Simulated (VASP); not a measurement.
A run of VASP 6.6.1 is set up as follows.

File INCAR:

```
SYSTEM = TaN
  PREC = Accurate
  ENCUT = 520
  EDIFF = 1E-7
  ISMEAR = -1
  SIGMA = 0.02
  LREAL = .False.
  LASPH = .True.
  NELM = 100
  ALGO = Normal
  ISIF = 2
  LWAVE = .False.
  LCHARG = .False.
  GGA = CA
  NBANDS = 15
```

Contents of KPOINTS:

```
Automatic mesh
0
Gamma
  12 12 10
  0 0 0
```

POSCAR

```
TaN
1.0
    2.9086188698      0.0000000000      0.0000000000
   -1.4543094349      2.5189378312      0.0000000000
    0.0000000000      0.0000000000      2.8830000000
Ta N
1 1
Direct
    0.3333333333      0.6666666667      0.5000000000
    0.0000000000      0.0000000000      0.0000000000
```

Potentials or basis: VASP PAW LDA potentials, release 64 (Ta_pv, N).

Launch:

```bash
$ cat potpaw_LDA.64/Ta_pv/POTCAR potpaw_LDA.64/N/POTCAR > POTCAR
$ mpirun -np 1 vasp_std > vasp.out
```

**Question.** Predict the pressure.

**Answer.** -3.0 GPa.

**Question.** Estimate the band gap on the k mesh.

**Answer.** Zero (band 8 reaches 8.70 eV, above the bottom of band 9 at 8.19 eV).

Stress tensor (GPa, compression positive):
```
-0.58  0.00  0.00
 0.00 -0.58  0.00
 0.00  0.00 -7.74
```

Caveat: the cell differs from its parent crystal (equal xx and yy strain of -1 %); spin-orbit coupling is left out, which moves the levels of the heavy elements.
